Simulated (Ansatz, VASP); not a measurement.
# ZrC: VASP beside Ansatz

The input INCAR:

```
PREC     = Accurate       # precision mode
ENCUT    = 520            # plane-wave cutoff, eV
EDIFF    = 1E-6           # SCF threshold, eV
ISMEAR   = 0              # smearing method
SIGMA    = 0.15           # smearing width, eV
LREAL    = False          # projectors in reciprocal space
LASPH    = True           # aspherical terms in the spheres
NELM     = 80             # most SCF steps
ALGO     = Normal         # electronic algorithm
ISIF     = 2              # what is computed and relaxed
LWAVE    = False          # write WAVECAR
LCHARG   = False          # write CHGCAR
GGA      = PE             # functional
NBANDS   = 15             # bands
```

File KPOINTS:

```
Automatic mesh
0
Gamma
  18 18 18
```

File POSCAR:

```
ZrC
1.0
    0.0000000000      2.3502100000      2.3502100000
    2.3502100000      0.0000000000      2.3502100000
    2.3502100000      2.3502100000      0.0000000000
Zr C
1 1
Direct
    0.5000000000      0.5000000000      0.5000000000
   -0.0079780105     -0.0079780105      0.0079780105
```

Input for Ansatz:

```yaml
crystal:
  lattice:
    - [0.0, 2.35021, 2.35021]
    - [2.35021, 0.0, 2.35021]
    - [2.35021, 2.35021, 0.0]
  atoms:
    - { symbol: Zr, position: [0.5, 0.5, 0.5] }
    - { symbol: C, position: [-0.0079780105, -0.0079780105, 0.0079780105] }
basis:
  ecutwfc: 420
kpoints:
  mp_grid: { grid: [18, 18, 18] }
hamiltonian:
  xc: pbe
scf:
  occupations: { method: gaussian, width: 0.15 }
output:
  forces: true
  stress: true
  eigenvalues: true
```

Change from the starting cell: all C atoms moved +0.037 Å, as atom 2 towards its neighbour atom 1 (Zr) at 2.350 Å.

Alike in both runs: task single point; functional PBE; k mesh 18 × 18 × 18; occupations gaussian, width 0.15 eV; no spin polarisation.

```csv
,VASP,Ansatz
version,VASP 6.6.1,Ansatz 0.2.0
potentials or method,"VASP PAW PBE potentials, release 64 (Zr_sv, C), cutoff 520 eV","scalar-relativistic, plane waves, PAW"
valence electrons in the cell,16,16
```

VASP gave:

- gap on the k mesh at the Fermi level (eV): none
- pressure (GPa): 1.6
- traceless stress, the component that is largest in VASP (GPa): 0.24
- rms of the force components (eV/Å): 0.151

Question: What did Ansatz give for the same quantities?

Answer: gap on the k mesh at the Fermi level (eV): none; pressure (GPa): 1.3; traceless stress, the component that is largest in VASP (GPa): 0.24; rms of the force components (eV/Å): 0.151.

Atom by atom the forces differ by 0.001 eV/Å (rms over components). A gap of «none» marks a metal or a gap that the smearing closes.
